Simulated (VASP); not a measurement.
A run of VASP 6.6.1 is set up as follows.

File INCAR:

```
  PREC = Accurate
  ENCUT = 520
  EDIFF = 1E-6
  ISMEAR = 0
  SIGMA = 0.1
  LREAL = F
  LASPH = T
  NELM = 80
  ALGO = Normal
  ISIF = 2
  LWAVE = F
  LCHARG = F
  GGA = PE
  NBANDS = 19
```

File KPOINTS:

```
Automatic mesh
0
Gamma
  14 14 14
```

Contents of POSCAR:

```
Si4O
1.0
   -2.0013763458      2.0013763458      4.7167466419
    2.0013763458     -2.0013763458      4.7167466419
    2.0013763458      2.0013763458     -4.7167466419
Si O
4 1
Direct
    0.6573449004      0.6573449004      0.0000000000
    0.5000000000      0.0000000000      0.5000000000
    0.0000000000      0.5000000000      0.5000000000
    0.3426550996      0.3426550996      0.0000000000
    0.0000000000      0.0000000000      0.0000000000
```

Potentials or basis: VASP PAW PBE potentials, release 64 (Si, O).

Command:

```sh
$ cat potpaw_PBE.64/Si/POTCAR potpaw_PBE.64/O/POTCAR > POTCAR
$ mpirun -np 1 vasp_std > vasp.out
```

**Question.** Estimate the band gap on the k mesh.

**Answer.** Zero (bands 11 and 12 overlap by 1.45 eV).

**Question.** Estimate the largest force.

**Answer.** 0.011 eV/Å.

**Question.** Estimate the pressure.

**Answer.** 0.0 GPa.

Stress tensor (GPa, compression positive):
```
 0.08  0.00  0.00
 0.00  0.08  0.00
 0.00  0.00 -0.07
```
